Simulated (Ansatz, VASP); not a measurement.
# One calculation of Rb, two programs

```
CELL_PARAMETERS angstrom
5.74000 0.00000 0.00000
0.00000 4.64000 0.00000
0.00000 0.00000 12.38000
ATOMIC_POSITIONS crystal
Rb 0.04700 0.25000 0.89300
Rb 0.45300 0.75000 0.39300
Rb 0.54700 0.25000 0.60700
Rb 0.95300 0.75000 0.10700
```

Alike in both runs: task single point; functional PBE; k mesh 6 × 7 × 3; occupations fermi-dirac, width 0.08 eV; no spin polarisation.

|  | VASP | Ansatz |
| --- | --- | --- |
| version | VASP 6.6.1 | Ansatz 0.2.0 |
| potentials or method | VASP PAW PBE potentials, release 64 (Rb_sv), cutoff 520 eV | all-electron LAPW, scalar-relativistic |

```csv
,VASP,Ansatz,Ansatz less VASP
pressure (GPa),1.1,1.1,0.00
"traceless stress, the component that is largest in VASP (GPa)",-1.69,-1.69,+0.002
rms of the force components (eV/Å),0.442,0.441,-0.0014
```

Atom by atom the forces differ by 0.001 eV/Å (rms over components). Ansatz ran all-electron here, and VASP with PAW potentials.
